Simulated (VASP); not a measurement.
A run of VASP 6.6.1:

File INCAR:

```
SYSTEM = AlCu3
PREC = Accurate
ENCUT = 520
EDIFF = 1E-6
ISMEAR = -1
SIGMA = 0.15
LREAL = .FALSE.
LASPH = .TRUE.
NELM = 100
ALGO = Normal
ISIF = 2
LWAVE = .FALSE.
LCHARG = .FALSE.
GGA = PS
NBANDS = 26
```

KPOINTS

```
regular mesh
0
G
  12 12 12
  0 0 0
```

The input POSCAR:

```
AlCu3
1.0
    3.6324203562      0.0000000000      0.0000000000
    0.0000000000      3.6324203562      0.0000000000
    0.0000000000      0.0000000000      3.6324203562
Al Cu
1 3
Direct
    0.0000000000      0.0000000000      0.0000000000
    0.5000000000      0.5000000000      0.0000000000
    0.5000000000      0.0000000000      0.5000000000
    0.0000000000      0.5000000000      0.5000000000
```

Potentials or basis: VASP PAW PBE potentials, release 64 (Al, Cu).

Run with:

```console
$ cat potpaw_PBE.64/Al/POTCAR potpaw_PBE.64/Cu/POTCAR > POTCAR
$ mpirun -np 1 vasp_std > vasp.out
```

Hardware: 1 thread of AMD EPYC 7R13, on a shared host.

Question: How long does it take, and how much memory?

Answer: Run time: 2.9 min on 1 thread of AMD EPYC 7R13, on a shared host, peak memory 0.19 GiB. Counts: scf iterations 13, k points 84.
